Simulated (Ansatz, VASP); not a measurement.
**SiGe: VASP beside Ansatz**

```
Si Ge
1.0
     3.65103    0.00000    0.00000
    -1.82552    3.16189    0.00000
     0.00000    0.00000    6.60837
Si Ge
2 2
Direct
  0.66667 0.33333 0.87450
  0.33333 0.66667 0.37450
  0.66667 0.33333 0.50050
  0.33333 0.66667 0.00050
```

Alike in both runs: task single point; functional LDA; k mesh 12 × 12 × 6; occupations gaussian, width 0.03 eV; no spin polarisation.

```csv
,VASP,Ansatz
version,VASP 6.6.1,Ansatz 0.2.0
potentials or method,"VASP PAW LDA potentials, release 64 (Si, Ge_d), cutoff 520 eV","scalar-relativistic, plane waves, PAW"
valence electrons in the cell,36,36
```

```tsv
	VASP	Ansatz	Ansatz less VASP
gap on the k mesh at the Fermi level (eV)	0.10	0.10	-0.001
least direct gap on the mesh (eV)	0.43	0.42	-0.005
pressure (GPa)	9.9	9.8	-0.11
traceless stress, the component that is largest in VASP (GPa)	-14.66	-14.60	+0.060
rms of the force components (eV/Å)	0.617	0.613	-0.0039
```

Ansatz warns that its potentials were made for another functional, while VASP's fit it. LDA's correlation is that of Perdew and Zunger in VASP and of Perdew and Wang (1992) in Ansatz. Atom by atom the forces differ by 0.004 eV/Å (rms over components).
